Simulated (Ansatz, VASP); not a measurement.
**One calculation of LiF, two programs**

```
Li F
1.0
     2.56030    0.00000    0.00000
     0.00000    2.56030    0.00000
     0.00000    0.00000    2.56030
Li F
1 1
Direct
  0.00000 0.00000 0.00000
  0.50000 0.50000 0.50000
```

Alike in both runs: functional PBE; k mesh 10 × 10 × 10; occupations gaussian, width 0.02 eV; no spin polarisation.

Ansatz relaxed the structure, and its values are those at the end. VASP's run is a single point on that final structure, the one shown.

|  | VASP | Ansatz |
| --- | --- | --- |
| version | VASP 6.6.1 | Ansatz 0.2.0 |
| potentials or method | VASP PAW PBE potentials, release 64 (Li_sv, F), cutoff 520 eV | scalar-relativistic, plane waves, PAW |
| valence electrons in the cell | 10 | 10 |

Ansatz gave:

```
gap on the k mesh at the Fermi level (eV) : 7.50
least direct gap on the mesh (eV)         : 8.16
```

Question: Which values does VASP return?

Answer: gap on the k mesh at the Fermi level (eV): 7.50; least direct gap on the mesh (eV): 8.17.

Noted on VASP's run: the cutoff is short for stress, so the pressure is rough.
